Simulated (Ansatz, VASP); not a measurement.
**One calculation of CsSnI3, two programs**

Contents of POSCAR:

```
CsSnI3
1.0
    6.1140776838      0.0000000000      0.0000000000
    0.0000000000      6.1140776838      0.0000000000
    0.0000000000      0.0000000000      6.1140776838
Cs Sn I
1 1 3
Direct
    0.0000000000      0.0000000000      0.0000000000
    0.5000000000      0.5000000000      0.5000000000
    0.5000000000      0.5000000000      0.0000000000
    0.5000000000      0.0000000000      0.5000000000
    0.0000000000      0.5000000000      0.5000000000
```

File INCAR.step1:

```
ALGO = Normal ; EDIFF = 1E-4
ENCUT = 520 ; GGA = PE
ISMEAR = 0 ; LASPH = T
LCHARG = F ; LREAL = F
LWAVE = T ; NBANDS = 30
NELM = 100 ; PREC = Accurate
SIGMA = 0.01
```

Contents of INCAR.step2:

```
ALGO = Normal ; EDIFF = 1E-6
ENCUT = 520 ; ISIF = 2
ISMEAR = 0 ; ISTART = 1
LASPH = T ; LCHARG = T
LELF = T ; LMIXTAU = T
LREAL = F ; LVHAR = T
LWAVE = F ; METAGGA = R2SCAN
NBANDS = 30 ; NELM = 100
PREC = Accurate ; SIGMA = 0.01
```

File KPOINTS:

```
k-points
0
Gamma
  4 4 4
```

Input for Ansatz:

```yaml
crystal:
  lattice:
    - [6.1140776838, 0.0, 0.0]
    - [0.0, 6.1140776838, 0.0]
    - [0.0, 0.0, 6.1140776838]
  atoms:
    - { symbol: Cs, position: [0.0, 0.0, 0.0] }
    - { symbol: Sn, position: [0.5, 0.5, 0.5] }
    - { symbol: I, position: [0.5, 0.5, 0.0] }
    - { symbol: I, position: [0.5, 0.0, 0.5] }
    - { symbol: I, position: [0.0, 0.5, 0.5] }
kpoints:
  mp_grid: { grid: [4, 4, 4] }
hamiltonian:
  xc: r2scan
scf:
  occupations: { method: fixed }
  n_extra_bands: 5
output:
  forces: true
  stress: true
  eigenvalues: true
```

Alike in both runs: task single point; functional r2SCAN; k mesh 4 × 4 × 4; no spin polarisation.

```csv
,VASP,Ansatz
version,VASP 6.6.1,Ansatz 0.2.0
potentials or method,"VASP PAW PBE potentials, release 64 (Cs_sv, Sn_d, I)","plane waves, PAW"
plane-wave cutoff (eV),520,500
occupations,"gaussian, width 0.01 eV",fixed
valence electrons in the cell,44,74
```

|  | VASP | Ansatz | Ansatz less VASP |
| --- | --- | --- | --- |
| gap on the k mesh at the Fermi level (eV) | 0.20 | 0.20 | +0.002 |
| pressure (GPa) | 1.3 | 1.3 | 0.00 |

VASP's potentials were made for PBE, not for r2SCAN. VASP's potentials hold 44 valence electrons a cell and Ansatz's 74, so a difference there can come from the potentials and not from the codes.

Neither program's run includes spin-orbit coupling.
